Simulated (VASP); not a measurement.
Write the native input for VASP 6.6.1 that does the following.

```yaml
Task: single point
Functional: RPBE
Potentials_or_basis: VASP PAW PBE potentials, release 64 (Nb_sv)
Cutoff: 500 eV
k_mesh: 7 × 7 × 7
Occupations: gaussian, width 0.1 eV
Spin: no spin polarisation
Dipole_correction: no
Further_INCAR_settings: ALGO = Normal; EDIFF = 1e-06; NBANDS = 20
```

The structure of Nb lies in POSCAR:

```
Nb
1.0
    0.0000000000      2.7766294354      2.7766294354
    2.7766294354      0.0000000000      2.7766294354
    2.7766294354      2.7766294354      0.0000000000
Nb
2
Direct
    1.0000000000      1.0000000000      1.0000000000
    0.2500000000      0.2500000000      0.2500000000
```

This isn't the form of Nb at room conditions, which is bcc.

These files were run (other wordings do the same):

INCAR

```
PREC     = Accurate       # precision mode
ENCUT    = 500            # plane-wave cutoff, eV
EDIFF    = 1E-6           # SCF threshold, eV
ISMEAR   = 0              # smearing method
SIGMA    = 0.1            # smearing width, eV
LREAL    = F              # projectors in reciprocal space
LASPH    = T              # aspherical terms in the spheres
NELM     = 120            # most SCF steps
ALGO     = Normal         # electronic algorithm
ISIF     = 2              # what is computed and relaxed
LWAVE    = F              # write WAVECAR
LCHARG   = F              # write CHGCAR
GGA      = RP             # functional
NBANDS   = 20             # bands
GGA_COMPAT= F
```

KPOINTS

```
regular mesh
0
Gamma
  7 7 7
```

Potentials or basis: VASP PAW PBE potentials, release 64 (Nb_sv).

The run is started by

```sh
$ cat potpaw_PBE.64/Nb_sv/POTCAR > POTCAR
$ mpirun -np 1 vasp_std > vasp.out
```

It gave:

```json
{"Pressure": "19.9 GPa", "Band gap on the k mesh": "zero (bands 13 and 14 overlap by 1.85 eV)"}
```

Caveat: the cell stands under pressure; the PAW data sets were made with another functional, which shifts forces and pressure a little.

Wall time 17 s on 1 thread of Intel(R) Xeon(R) Platinum 8488C (Sapphire Rapids) (shared host), peak memory 0.16 GiB.
